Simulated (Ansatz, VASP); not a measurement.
One calculation of GaP, two programs

```
Ga P
1.0
     0.00000    2.64062    2.64062
     2.64062    0.00000    2.64062
     2.64062    2.64062    0.00000
Ga P
1 1
Direct
  0.00000 0.00000 0.00000
  0.25000 0.25000 0.25000
```

Alike in both runs: task single point; functional LDA; k mesh 8 × 8 × 8; occupations gaussian, width 0.02 eV; no spin polarisation.

```csv
,VASP,Ansatz
version,VASP 6.6.1,Ansatz 0.2.0
potentials or method,"VASP PAW LDA potentials, release 64 (Ga_d, P), cutoff 500 eV","scalar-relativistic, plane waves, PAW"
valence electrons in the cell,18,18
```

Ansatz gave:

* gap on the k mesh at the Fermi level (eV): 1.29
* least direct gap on the mesh (eV): 2.41
* pressure (GPa): 6.4

Task: What did VASP give for the same quantities?

Result: gap on the k mesh at the Fermi level (eV): 1.29; least direct gap on the mesh (eV): 2.43; pressure (GPa): 6.5.

LDA's correlation is that of Perdew and Zunger in VASP and of Perdew and Wang (1992) in Ansatz.
